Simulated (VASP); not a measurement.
Cu:

```
Cu
1.0
     0.00000    1.78108    1.78108
     1.78108    0.00000    1.78108
     1.78108    1.78108    0.00000
Cu
1
Direct
  0.00000 0.00000 0.00000
```

```yaml
Program: VASP 6.6.1
Task: relaxation of cell and atoms
Functional: PBE
Potentials_or_basis: VASP PAW PBE potentials, release 64 (Cu)
Cutoff: 600 eV
k_mesh: 12 × 12 × 12
Occupations: methfessel-paxton, width 0.0584 eV
Spin: no spin polarisation
```

At the start: pressure 9.6 GPa; volume 11.30 Å³/atom.

Where does the relaxation end?

Over 3 steps the energy falls by 19.6 meV/atom and the volume is 12.00 Å³/atom (+6.2 %); space group Fm-3m (No. 225, to 0.05 Å).

Step by step:
```csv
step,energy change (eV),largest force (eV/Å),pressure (GPa),volume (Å³)
1,0.0000,0.0000,9.61,11.30
2,-0.0130,0.0000,-4.59,12.45
3,-0.0196,0.0000,0.02,12.00
```

Final structure:
```
CELL_PARAMETERS angstrom
0.00000 1.81701 1.81701
1.81701 0.00000 1.81701
1.81701 1.81701 0.00000
ATOMIC_POSITIONS crystal
Cu 0.00000 0.00000 0.00000
```
